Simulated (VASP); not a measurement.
TaBe2, 6 atoms in the cell. The structure is cubic, space group Fd-3m (No. 227). Conventional cell: a = 6.512 Å, b = 6.512 Å, c = 6.512 Å, α = 90.00°, β = 90.00°, γ = 90.00°. Within 3.6 Å of Ta (site symmetry -43m) lie 12 Be at 2.70 Å and 4 Ta at 2.82 Å. Be (site symmetry -3m) has 6 Be at 2.30 Å and 6 Ta at 2.70 Å within 3.0 Å. 

| Item | Value |
| --- | --- |
| Program | VASP 6.6.1 |
| Task | single point |
| Functional | PBEsol |
| Potentials or basis | VASP PAW PBE potentials, release 64 (Ta_pv, Be) |
| Cutoff | 520 eV |
| k mesh | 8 × 8 × 8, shifted |
| Occupations | methfessel-paxton, width 0.1 eV |
| Spin | no spin polarisation |
| Dipole correction | no |
| Further INCAR settings | ALGO = Normal; EDIFF = 1e-06; NBANDS = 24; ISYM = 0 |

Potentials or basis: VASP PAW PBE potentials, release 64 (Ta_pv, Be).

Command:

```console
$ cat potpaw_PBE.64/Ta_pv/POTCAR potpaw_PBE.64/Be/POTCAR > POTCAR
$ mpirun -np 1 vasp_std > vasp.out
```

Hardware: 1 thread of Intel(R) Xeon(R) 6975P-C (Granite Rapids) (shared host).

Task: Estimate the wall time of this run.

Result: Run time: 9.9 min on 1 thread of Intel(R) Xeon(R) 6975P-C (Granite Rapids) (shared host), peak memory 1.3 GiB. Counts: scf iterations 12, k points 1024.
